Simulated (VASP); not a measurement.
Set up this calculation in VASP 6.6.1, as the native input.

```yaml
Task: single point
Functional: LDA
Potentials_or_basis: VASP PAW LDA potentials, release 64 (B, P)
Cutoff: 520 eV
k_mesh: 8 × 8 × 8
Occupations: gaussian, width 0.01 eV
Spin: no spin polarisation
Dipole_correction: no
Further_INCAR_settings: ALGO = Normal; EDIFF = 1e-07; NBANDS = 11
```

The structure of BP lies in POSCAR:

```
BP
1.0
    0.0000000000      2.1903666643      2.1903666643
    2.1903666643      0.0000000000      2.1903666643
    2.1903666643      2.1903666643      0.0000000000
B P
1 1
Direct
    0.0000000000      0.0000000000      0.0000000000
    0.7500000000      0.7500000000      0.7500000000
```

The input as run:

INCAR

```
SYSTEM = BP
ALGO = Normal
EDIFF = 1E-7
ENCUT = 520
GGA = CA
ISIF = 2
ISMEAR = 0
LASPH = .True.
LCHARG = .True.
LELF = .True.
LREAL = .False.
LVHAR = .True.
LWAVE = .False.
NBANDS = 11
NELM = 100
PREC = Accurate
SIGMA = 0.01
```

KPOINTS

```
k-points
0
Gamma
  8 8 8
  0 0 0
```

Potentials or basis: VASP PAW LDA potentials, release 64 (B, P).

The run is started by

```bash
$ cat potpaw_LDA.64/B/POTCAR potpaw_LDA.64/P/POTCAR > POTCAR
$ mpirun -np 1 vasp_std > vasp.out
```

Results of the run:

```
Pressure               : 14.8 GPa
Band gap on the k mesh : 1.10 eV, indirect (least direct gap 3.57 eV)
```

Run time: 3.5 s on 1 thread of AMD EPYC 9R45 96-Core Processor (Zen 5), with other jobs on the host, peak memory 0.09 GiB.
